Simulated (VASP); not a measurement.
Write the native input for VASP 6.6.1 that does the following.

- Task: single point
- Functional: PBEsol
- Dispersion: D3(BJ)
- Potentials or basis: VASP PAW PBE potentials, release 64 (Zn)
- Cutoff: 520 eV
- k mesh: 12 × 12 × 12
- Occupations: fermi-dirac, width 0.05 eV
- Spin: no spin polarisation
- Dipole correction: no
- Further INCAR settings: ALGO = Normal; EDIFF = 1e-06; NBANDS = 12

The structure of Zn lies in POSCAR:

```
Zn
1.0
    0.0000000000      1.8929261191      1.8929261191
    1.8929261191      0.0000000000      1.8929261191
    1.8929261191      1.8929261191      0.0000000000
Zn
1
Direct
    0.0000000000      0.0000000000      0.0000000000
```

The input as run:

INCAR

```
SYSTEM = Zn
ALGO     = Normal         ! electronic algorithm
EDIFF    = 1E-6           ! SCF threshold, eV
ENCUT    = 520            ! plane-wave cutoff, eV
GGA      = PS             ! functional
ISIF     = 2              ! what is computed and relaxed
ISMEAR   = -1             ! smearing method
IVDW     = 12             ! dispersion correction
LASPH    = .TRUE.         ! aspherical terms in the spheres
LCHARG   = .FALSE.        ! write CHGCAR
LREAL    = .FALSE.        ! projectors in reciprocal space
LWAVE    = .FALSE.        ! write WAVECAR
NBANDS   = 12             ! bands
NELM     = 60             ! most SCF steps
PREC     = Accurate       ! precision mode
SIGMA    = 0.05           ! smearing width, eV
```

KPOINTS

```
k-points
0
G
  12 12 12
  0 0 0
```

Potentials or basis: VASP PAW PBE potentials, release 64 (Zn).

Launch:

```console
$ cat potpaw_PBE.64/Zn/POTCAR > POTCAR
$ mpirun -np 1 vasp_std > vasp.out
```

It gave:

| Item | Value |
| --- | --- |
| Pressure | -0.6 GPa |
| Band gap on the k mesh | zero (band 6 reaches 6.06 eV, above the bottom of band 7 at 2.56 eV) |
| Dispersion energy per atom | -0.403 eV |

Caveat: three body term missing; the PAW data sets were made with another functional, which shifts forces and pressure a little; pairwise dispersion overbinds metals, which lowers pressure and volume.

Wall time 11 s on 1 thread of AMD EPYC 7R43 64-Core Processor (Zen 3), on a shared host, peak memory 0.1 GiB.
